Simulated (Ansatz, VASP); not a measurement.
# One calculation of C, two programs

File INCAR:

```
PREC     = Accurate       # precision mode
ENCUT    = 520            # plane-wave cutoff, eV
EDIFF    = 1E-6           # SCF threshold, eV
ISMEAR   = 0              # smearing method
SIGMA    = 0.05           # smearing width, eV
LREAL    = False          # projectors in reciprocal space
LASPH    = True           # aspherical terms in the spheres
NELM     = 60             # most SCF steps
ALGO     = Normal         # electronic algorithm
ISIF     = 2              # what is computed and relaxed
LWAVE    = False          # write WAVECAR
LCHARG   = True           # write CHGCAR
LELF     = True           # ELF
LVHAR    = True         
NBANDS   = 26             # bands
```

File KPOINTS:

```
Automatic mesh
0
Gamma
  12 12 4
```

The input POSCAR:

```
C
1.0
    2.5477576841      0.0000000000      0.0000000000
   -1.2738788420      2.2064228771      0.0000000000
    0.0000000000      0.0000000000      7.8306598603
C
8
Direct
    0.0000000000      0.0000000000      0.0987800240
    0.0000000000      0.0000000000      0.5987800240
    0.0000000000      0.0000000000      0.4012199760
    0.0000000000      0.0000000000      0.9012199760
    0.3333333333      0.6666666667      0.1510010552
    0.6666666667      0.3333333333      0.6510010552
    0.3333333333      0.6666666667      0.3489989448
    0.6666666667      0.3333333333      0.8489989448
```

Input for Ansatz:

```yaml
crystal:
  lattice:
    - [2.5477576841, 0.0, 0.0]
    - [-1.273878842, 2.2064228771, 0.0]
    - [0.0, 0.0, 7.8306598603]
  atoms:
    - { symbol: C, position: [0.0, 0.0, 0.098780024] }
    - { symbol: C, position: [0.0, 0.0, 0.598780024] }
    - { symbol: C, position: [0.0, 0.0, 0.401219976] }
    - { symbol: C, position: [0.0, 0.0, 0.901219976] }
    - { symbol: C, position: [0.3333333333, 0.6666666667, 0.1510010552] }
    - { symbol: C, position: [0.6666666667, 0.3333333333, 0.6510010552] }
    - { symbol: C, position: [0.3333333333, 0.6666666667, 0.3489989448] }
    - { symbol: C, position: [0.6666666667, 0.3333333333, 0.8489989448] }
basis:
  ecutwfc: 520.0
kpoints:
  mp_grid: { grid: [12, 12, 4] }
hamiltonian:
  xc: lda
  pseudopotentials: { kind: paw, azcp: { folder: soft_1 } }
scf:
  occupations: { method: gaussian, width: 0.05 }
output:
  forces: true
  stress: true
  eigenvalues: true
```

Change from the starting cell: mode 21 frozen in at +0.048 Å, strain +e along z and -e/2 along x and y -0.0467.

Alike in both runs: task single point; functional LDA; k mesh 12 × 12 × 4; occupations gaussian, width 0.05 eV; no spin polarisation.

|  | VASP | Ansatz |
| --- | --- | --- |
| version | VASP 6.6.1 | Ansatz 0.2.0 |
| potentials or method | VASP PAW LDA potentials, release 64 (C), cutoff 520 eV | scalar-relativistic, plane waves, PAW |
| valence electrons in the cell | 32 | 32 |

VASP gave:

| Quantity | Value |
| --- | --- |
| gap on the k mesh at the Fermi level (eV) | 2.43 |
| least direct gap on the mesh (eV) | 4.05 |
| pressure (GPa) | 3.9 |
| traceless stress, the component that is largest in VASP (GPa) | 54.35 |
| rms of the force components (eV/Å) | 1.602 |

Problem. Which values does Ansatz return?

Solution. gap on the k mesh at the Fermi level (eV): 2.45; least direct gap on the mesh (eV): 4.06; pressure (GPa): 2.2; traceless stress, the component that is largest in VASP (GPa): 54.45; rms of the force components (eV/Å): 1.606.

Ansatz warns that its potentials were made for another functional, while VASP's fit it. LDA's correlation is that of Perdew and Zunger in VASP and of Perdew and Wang (1992) in Ansatz. Atom by atom the forces differ by 0.004 eV/Å (rms over components).
